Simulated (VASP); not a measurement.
Input of a VASP 6.6.1 run:

The input INCAR:

```
SYSTEM = BaF2
PREC = Accurate
ENCUT = 600
EDIFF = 1E-6
ISMEAR = 0
SIGMA = 0.05
LREAL = .FALSE.
LASPH = .TRUE.
NELM = 200
ALGO = Normal
ISIF = 2
LWAVE = .FALSE.
LCHARG = .FALSE.
MAGMOM = 0 0 0 0 0 0 0 0 0
LORBIT = 11
LSORBIT = .TRUE.
GGA_COMPAT = .FALSE.
LORBMOM = .TRUE.
GGA = PE
NBANDS = 37
```

Contents of KPOINTS:

```
Automatic mesh
0
G
  6 6 6
  0 0 0
```

File POSCAR:

```
BaF2
1.0
    0.0000000000      3.1508780621      3.1508780621
    3.1508780621      0.0000000000      3.1508780621
    3.1508780621      3.1508780621      0.0000000000
Ba F
1 2
Direct
    0.0000000000      0.0000000000      0.0000000000
    0.2500000000      0.2500000000      0.2500000000
    0.7500000000      0.7500000000      0.7500000000
```

Potentials or basis: VASP PAW PBE potentials, release 64 (Ba_sv, F).

Command:

```sh
$ cat potpaw_PBE.64/Ba_sv/POTCAR potpaw_PBE.64/F/POTCAR > POTCAR
$ mpirun -np 1 vasp_ncl > vasp.out
```

(1) What does it give for the pressure?

(2) Predict the net moment.

## Answers

(1) -0.6 GPa.

(2) 0.00 μB per cell.
